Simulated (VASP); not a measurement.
ScGa3: single point with LDA

Crystal: ScGa3.

```
Sc Ga
1.0
     4.14889    0.00000    0.00000
     0.00000    4.14889    0.00000
     0.00000    0.00000    4.14889
Sc Ga
1 3
Direct
  0.00000 0.00000 0.00000
  0.00000 0.50000 0.50000
  0.50000 0.00000 0.50000
  0.50000 0.50000 0.00000
```

This cell differs from its parent crystal: volume scaled by 1.04.

| Item | Value |
| --- | --- |
| Program | VASP 6.6.1 |
| Task | single point |
| Functional | LDA |
| Potentials or basis | VASP PAW LDA potentials, release 64 (Sc_sv, Ga_d) |
| Cutoff | 520 eV |
| k mesh | 9 × 9 × 9 |
| Occupations | fermi-dirac, width 0.05 eV |
| Spin | no spin polarisation |

The pressure is -7.7 GPa. The band gap on the k mesh is zero (band 25 reaches 6.12 eV, above the bottom of band 26 at 3.05 eV).

Levels at points of the mesh, in eV from the Fermi level:
| k point | band 22 | band 23 | band 24 | band 25 | band 26 | band 27 | band 28 | band 29 |
| --- | --- | --- | --- | --- | --- | --- | --- | --- |
| (0.00, 0.00, 0.00) | -3.20 | -1.82 | -1.82 | -1.82 | 1.64 | 1.64 | 1.64 | 3.02 |

It took 24 s on 1 thread of Intel(R) Xeon(R) 6975P-C (Granite Rapids), with other jobs on the host, peak memory 0.2 GiB.
